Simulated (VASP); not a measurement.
V2SiS3: single point with r2SCAN

The system is V2SiS3.

```
V Si S
1.0
     4.61054    0.00000    0.00000
     0.00000    4.61054    0.00000
     0.00000    0.00000    4.58824
V Si S
2 1 3
Cartesian
  2.3053 0.0000 1.2025
  0.0000 2.3053 1.2025
  2.3053 2.3053 0.2538
  2.3053 0.0000 3.5190
  0.0000 2.3053 3.5190
  0.0000 0.0000 1.2809
```

| Item | Value |
| --- | --- |
| Program | VASP 6.6.1 |
| Task | single point |
| Functional | r2SCAN |
| Potentials or basis | VASP PAW PBE potentials, release 64 (V_sv, Si, S) |
| Cutoff | 520 eV |
| k mesh | 8 × 8 × 8 |
| Occupations | gaussian, width 0.1 eV |
| Spin | no spin polarisation |

```json
{
  "Pressure": "-1.1 GPa",
  "Largest force": "0.141 eV/Å",
  "Band gap on the k mesh": "zero (bands 24 and 25 overlap by 1.41 eV)"
}
```

Forces in eV/Å, atoms in the order of the input:
```
V    0.000  0.000 -0.116
V    0.000  0.000 -0.116
Si   0.000  0.000  0.141
S    0.000  0.000  0.038
S    0.000  0.000  0.038
S    0.000  0.000  0.017
```

Stress tensor (GPa, compression positive):
```
-0.92  0.00  0.00
 0.00 -0.92  0.00
 0.00  0.00 -1.44
```

Levels at points of the mesh, in eV from the Fermi level:
| k point | band 21 | band 22 | band 23 | band 24 | band 25 | band 26 | band 27 | band 28 |
| --- | --- | --- | --- | --- | --- | --- | --- | --- |
| (0.00, 0.00, 0.00) | -1.49 | -1.39 | -0.92 | -0.92 | -0.20 | 0.00 | 0.03 | 0.03 |
| (0.50, 0.00, 0.00) | -1.57 | -1.36 | -0.89 | -0.74 | -0.68 | -0.44 | 0.68 | 1.22 |
| (0.50, 0.50, 0.00) | -1.82 | -1.34 | -1.30 | -0.34 | 0.18 | 0.26 | 1.02 | 1.02 |
| (0.00, 0.00, 0.50) | -2.36 | -1.75 | -0.99 | -0.14 | 0.71 | 0.71 | 1.56 | 1.83 |
| (0.50, 0.00, 0.50) | -1.73 | -1.46 | -0.42 | 0.73 | 1.21 | 1.25 | 1.35 | 1.38 |
| (0.50, 0.50, 0.50) | -1.95 | -1.50 | -0.60 | 0.56 | 1.46 | 1.46 | 1.72 | 2.01 |

Run time: 4.7 min on 1 thread of Intel(R) Xeon(R) 6975P-C (Granite Rapids), on a shared host, peak memory 0.35 GiB.

Caveat: the PAW data sets were made with another functional, which shifts forces and pressure a little; the run has no spin polarisation, though such a crystal can be magnetic. With open d or f shells a metallic result of r2SCAN can be an artefact of self-interaction; +U or a hybrid may open a gap.
